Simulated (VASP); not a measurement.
# TiSi2 (Cmcm) in VASP: further runs, part 3 of 3

VASP 6.6.1. Earlier steps stand in the parts before.

### Step 5. Single point, PBE

This run uses another cell than the first one, of 13.58 Å³/atom, 1.007 times its volume.

INCAR reads:

```
PREC     = Accurate       # precision mode
ENCUT    = 520            # plane-wave cutoff, eV
EDIFF    = 1E-7           # SCF threshold, eV
ISMEAR   = 0              # smearing method
SIGMA    = 0.15           # smearing width, eV
LREAL    = False          # projectors in reciprocal space
LASPH    = True           # aspherical terms in the spheres
NELM     = 60             # most SCF steps
ALGO     = Normal         # electronic algorithm
ISIF     = 2              # what is computed and relaxed
LWAVE    = False          # write WAVECAR
LCHARG   = True           # write CHGCAR
GGA      = PE             # functional
LELF     = True           # ELF
LVHAR    = True         
NBANDS   = 29             # bands
```

KPOINTS reads:

```
regular mesh
0
Gamma
  12 12 12
```

POSCAR reads:

```
TiSi2
1.0
    1.7886987613     -6.3117229983      0.0000000000
    1.7886987613      6.3117229983      0.0000000000
    0.0000000000      0.0000000000      3.6093734415
Ti Si
2 4
Direct
    0.8968075258      0.1031924742      0.7500000000
    0.1031924742      0.8968075258      0.2500000000
    0.5591373591      0.4408626409      0.7500000000
    0.4408626409      0.5591373591      0.2500000000
    0.2498287182      0.7501712818      0.7500000000
    0.7501712818      0.2498287182      0.2500000000
```

Potentials or basis: VASP PAW PBE potentials, release 64 (Ti_sv, Si).

The run is started by

```sh
cat potpaw_PBE.64/Ti_sv/POTCAR potpaw_PBE.64/Si/POTCAR > POTCAR
mpirun -np 1 vasp_std > vasp.out
```

OUTCAR:

```text
PREC = Accurate
   ENCUT = 520
   EDIFF = 1E-7
   ISMEAR = 0
   LREAL = False
   LASPH = True
   NELM = 60
   ISIF = 2
   GGA = PE

 ion  position               nearest neighbor table
   1  0.897  0.103  0.750-   5 2.58   5 2.58   6 2.59   6 2.59   4 2.60   4 2.60   4 2.60   4 2.60
                             3 2.72   3 2.72
   2  0.103  0.897  0.250-   6 2.58   6 2.58   5 2.59   5 2.59   3 2.60   3 2.60   3 2.60   3 2.60
                             4 2.72   4 2.72
   3  0.559  0.441  0.750-   4 2.34   4 2.34   2 2.60   2 2.60   2 2.60   2 2.60   1 2.72   1 2.72
                             5 3.00   5 3.00   6 3.01   6 3.01
   4  0.441  0.559  0.250-   3 2.34   3 2.34   1 2.60   1 2.60   1 2.60   1 2.60   2 2.72   2 2.72
                             6 3.00   6 3.00   5 3.01   5 3.01
   5  0.250  0.750  0.750-   6 2.54   6 2.54   6 2.54   6 2.54   1 2.58   1 2.58   2 2.59   2 2.59
                             3 3.00   3 3.00   4 3.01   4 3.01
   6  0.750  0.250  0.250-   5 2.54   5 2.54   5 2.54   5 2.54   2 2.58   2 2.58   1 2.59   1 2.59
                             4 3.00   4 3.00   3 3.01   3 3.01

  LATTYP: Found a base centered orthorhombic cell.
 ALAT       =     3.5773975226
 B/A-ratio  =     3.5286673949
 C/A-ratio  =     1.0089383186

  Lattice vectors:

 A1 = (   1.7886987613,  -6.3117229983,   0.0000000000)
 A2 = (   1.7886987613,   6.3117229983,   0.0000000000)
 A3 = (   0.0000000000,   0.0000000000,   3.6093734415)

Analysis of symmetry for initial positions (statically):
=====================================================================
 Subroutine PRICEL returns:
 Original cell was already a primitive cell.

 Routine SETGRP: Setting up the symmetry group for a
 base centered orthorhombic supercell.

 Subroutine GETGRP returns: Found  8 space group operations
 (whereof  4 operations were pure point group operations)
 out of a pool of  8 trial point group operations.

The static configuration has the point symmetry C_2h.
 The point group associated with its full space group is D_2h.

Analysis of symmetry for dynamics (positions and initial velocities):
=====================================================================
 Subroutine PRICEL returns:
 Original cell was already a primitive cell.

 Routine SETGRP: Setting up the symmetry group for a
 base centered orthorhombic supercell.

 Subroutine GETGRP returns: Found  8 space group operations
 (whereof  4 operations were pure point group operations)
 out of a pool of  8 trial point group operations.

The dynamic configuration has the point symmetry C_2h.
 The point group associated with its full space group is D_2h.

 Subroutine INISYM returns: Found  8 space group operations
 (whereof  4 operations are pure point group operations),
 and found     1 'primitive' translations

----------------------------------------------------------------------------------------

                                     Primitive cell

  volume of cell :      81.4980

  direct lattice vectors                    reciprocal lattice vectors
     1.788698761 -6.311722998  0.000000000     0.279532815 -0.079217672  0.000000000
     1.788698761  6.311722998  0.000000000     0.279532815  0.079217672  0.000000000
     0.000000000  0.000000000  3.609373441     0.000000000  0.000000000  0.277056397

  length of vectors
     6.560281279  6.560281279  3.609373441     0.290540934  0.290540934  0.277056397

  position of ions in fractional coordinates (direct lattice)
     0.896807526  0.103192474  0.750000000
[... 43 lines left out ...]
  0.000000  0.000000  0.000000      1.000000
  0.083333  0.000000  0.000000      4.000000
  0.166667  0.000000  0.000000      4.000000
  0.250000  0.000000  0.000000      4.000000
  0.333333  0.000000  0.000000      4.000000
  0.416667  0.000000  0.000000      4.000000
[... 16 lines left out ...]
  0.500000  0.166667  0.000000      4.000000
 -0.416667  0.166667  0.000000      4.000000
 [... further k-points ...]
   k-points           NKPTS =    301   k-points in BZ     NKDIM =    301   number of bands    NBANDS=     29
   number of dos      NEDOS =    301   number of ions     NIONS =      6
   total plane-waves  NPLWV =  70000
   dimension x,y,z NGX =    50 NGY =   50 NGZ =   28
   dimension x,y,z NGXF=   100 NGYF=  100 NGZF=   56
   ions per type =               2   4
   NGX,Y,Z   is equivalent  to a cutoff of  12.67, 12.67, 12.90 a.u.
   NGXF,Y,Z  is equivalent  to a cutoff of  25.34, 25.34, 25.79 a.u.
 SYSTEM =  unknown system
   PREC   = accura    normal or accurate (medium, high low for compatibility)
   ISTART =      0    job   : 0-new  1-cont  2-samecut
   ICHARG =      2    charge: 1-file 2-atom 10-const
   ISPIN  =      1    spin polarized calculation?
   LNONCOLLINEAR =      F non collinear calculations
   LSORBIT =      F    spin-orbit coupling
   LASPH  =      T    aspherical Exc in radial PAW
   ENCUT  =  520.0 eV  38.22 Ry    6.18 a.u.  12.20 12.20  6.71*2*pi/ulx,y,z
   NELM   =     60;   NELMIN=  2; NELMDL= -5     # of ELM steps
   EDIFF  = 0.1E-06   stopping-criterion for ELM
   LREAL  =      F    real-space projection
   EDIFFG = 0.1E-05   stopping-criterion for IOM
   NSW    =      0    number of steps for IOM
   IBRION =     -1    ionic relax: 0-MD 1-quasi-New 2-CG
   NFREE  =      0    steps in history (QN), initial steepest desc. (CG)
   ISIF   =      2    stress and relaxation
   ISYM   =      2    0-nonsym 1-usesym 2-fastsym
   POTIM  = 0.5000    time-step for ionic-motion
   TEBEG  =    0.0;   TEEND  =   0.0 temperature during run
   PSTRESS=    0.0 pullay stress
   NELECT =      40.0000    total number of electrons
   NUPDOWN=      -1.0000    fix difference up-down
   EMIN   =  10.00;   EMAX   =-10.00  energy-range for DOS
   EFERMI =   0.00;   METHOD = LEGACY
   ISMEAR =     0;   SIGMA  =   0.15  broadening in eV -4-tet -1-fermi 0-gaus
   EFERMI_NEDOS =   21; number of points for ismear=-14 and -15
   IALGO  =     38    algorithm
   IMIX   =      4    mixing-type and parameters
     AMIX     =   0.40;   BMIX     =  1.00
     AMIX_MAG =   1.60;   BMIX_MAG =  1.00
  volume/ion in A,a.u.               =      13.58        91.66
  Fermi-wavevector in a.u.,A,eV,Ry     =   1.291356  2.440308 22.689065  1.667599
  Thomas-Fermi vector in A             =   2.423131
   LORBIT       =      0    0 simple, 1 ext, 2 COOP (PROOUT), +10 PAW based schemes
   GGA     = PE    functional components
   LHFCALC =     F    Hartree Fock is set to
   AEXX    =    0.0000 exact exchange contribution
   IVDW    =     0    specifies the selected vdW correction
   LEPSILON=     F    determine dielectric tensor
   LRPA    =     F    only Hartree local field effects (RPA)
 non-spin polarized calculation
 Gauss-broadening in eV      SIGMA  =   0.15
  energy-cutoff  :      520.00
  volume of cell :       81.50
 maximum number of plane-waves:      2220
 NGX is ok and might be reduce to    50
   NGX = 25   NGY = 25   NGZ = 13

 number of electron      40.0000003 magnetization

 Free energy of the ion-electron system (eV)
  ---------------------------------------------------
  ext. energy  EPLUGINS =         0.00000000
  ---------------------------------------------------
  free energy    TOTEN  =       -40.42067896 eV

  energy without entropy =      -40.40122358  energy(sigma->0) =      -40.41095127

 E-fermi :  11.0879     XC(G=0): -11.8391

 val. band max:       11.0869629342   @ k =  -0.4167   0.3333   0.1667
 cond. band min:      11.0903249914   @ k =  -0.4167   0.3333   0.0000
 fundamental gap:      0.0033620572
 Fermi energy:        11.0879189472

 k-point     1 :       0.0000    0.0000    0.0000
  band No.  band energies     occupation
      1     -45.5627      2.00000
      2     -45.5465      2.00000
      3     -21.9220      2.00000
      4     -21.9136      2.00000
      5     -21.9127      2.00000
      6     -21.8930      2.00000
[... 757 lines left out ...]
     28      14.2345      0.00000
     29      15.3392      0.00000

 [... further k-points ...]
[... 5 lines left out ...]
  --------------------------------------------------------------------------------------
  -------------------------------------------------------------------------------------
  Total        0.5904642      9.9488603      1.0364792      0.0000000      0.0000000      0.0000000
  in kB       11.6079941    195.5856401     20.3762489      0.0000000      0.0000000      0.0000000
  external PRESSURE =      75.8566277 kB  Pullay stress =       0.0000000 kB

 VOLUME and BASIS-vectors are now :
 -----------------------------------------------------------------------------
  energy-cutoff  :      520.00
  volume of cell :       81.50
      direct lattice vectors                 reciprocal lattice vectors
     1.788698761 -6.311722998  0.000000000     0.279532815 -0.079217672  0.000000000
     1.788698761  6.311722998  0.000000000     0.279532815  0.079217672  0.000000000
     0.000000000  0.000000000  3.609373441     0.000000000  0.000000000  0.277056397

 POSITION                                       TOTAL-FORCE (eV/Angst)
 -----------------------------------------------------------------------------------
      1.78870     -5.00908      2.70703         0.000000     -0.897873     -0.000000
      1.78870      5.00908      0.90234         0.000000      0.897873      0.000000
      1.78870     -0.74652      2.70703         0.000000     -0.577630      0.000000
      1.78870      0.74652      0.90234         0.000000      0.577630     -0.000000
      1.78870      3.15802      2.70703         0.000000      0.061402      0.000000
      1.78870     -3.15802      0.90234         0.000000     -0.061402     -0.000000
 -----------------------------------------------------------------------------------
    total drift:                               -0.000000      0.000000      0.000000

  FREE ENERGIE OF THE ION-ELECTRON SYSTEM (eV)
  ---------------------------------------------------
  free  energy   TOTEN  =       -40.4206789604 eV

  energy  without entropy=      -40.4012235783  energy(sigma->0) =      -40.41095127
```

It took 18 min on 1 thread of Intel Xeon Platinum 8259CL at 2.50GHz (Skylake/Cascade Lake), shared host; peak memory 0.66 GiB.

What came out:

```yaml
Free_energy: -40.4207 eV
Pressure: 7.6 GPa
Largest_force: 0.898 eV/Å
Band_gap_on_the_k_mesh: zero (band 20 reaches 11.47 eV, above the bottom of band 21 at 10.56 eV)
```

Forces in eV/Å, atoms in the order of the input:
```
Ti   0.000 -0.898  0.000
Ti   0.000  0.898  0.000
Si   0.000 -0.578  0.000
Si   0.000  0.578  0.000
Si   0.000  0.061  0.000
Si   0.000 -0.061  0.000
```

Stress tensor (GPa, compression positive):
```
 1.16  0.00  0.00
 0.00 19.56  0.00
 0.00  0.00  2.04
```

Levels at points of the mesh, in eV from the Fermi level:
```tsv
k point	band 16	band 17	band 18	band 19	band 20	band 21	band 22	band 23	band 24	band 25
(0.00, 0.00, 0.00)	-2.61	-2.40	-1.73	-1.40	0.34	0.79	0.87	0.88	1.14	1.75
(0.50, 0.00, 0.00)	-2.19	-1.99	-1.04	-0.81	-0.61	-0.53	0.78	1.29	1.50	1.80
(0.50, 0.50, 0.00)	-2.98	-2.86	-2.30	-0.89	0.20	0.48	0.48	0.97	1.47	2.43
(0.00, 0.00, 0.50)	-2.70	-1.38	-1.38	-0.05	-0.05	1.39	1.39	1.44	1.44	1.53
(0.50, 0.00, 0.50)	-4.22	-2.87	-2.87	-2.41	-2.41	1.77	1.77	1.78	1.78	2.93
(0.50, 0.50, 0.50)	-3.09	-2.35	-2.35	-1.18	-1.18	0.50	0.50	1.57	1.57	2.67
```

### Step 6. The runs side by side

```tsv
cell	gap on the mesh (eV)	pressure (GPa)	largest force (eV/Å)
a = 7.208, b = 7.208, c = 3.413 Å, angles 90.0, 90.0, 152.9°, 6 atoms	none	12.7	0.52
a = 6.545, b = 6.545, c = 3.601 Å, angles 90.0, 90.0, 148.4°, 6 atoms	none	8.8	0.93
a = 6.772, b = 6.772, c = 3.546 Å, angles 90.0, 90.0, 149.9°, 6 atoms	none	8.0	0.41
a = 6.560, b = 6.560, c = 3.609 Å, angles 90.0, 90.0, 148.4°, 6 atoms	none	7.6	0.90
```

Alike in all rows: task single point; level PBE; potentials or basis VASP PAW PBE potentials, release 64 (Ti_sv, Si); no spin polarisation; k mesh 12 × 12 × 12; cutoff (eV) 520; smearing gaussian 0.15 eV.

Absolute energies hang on the potentials; compare differences alone.
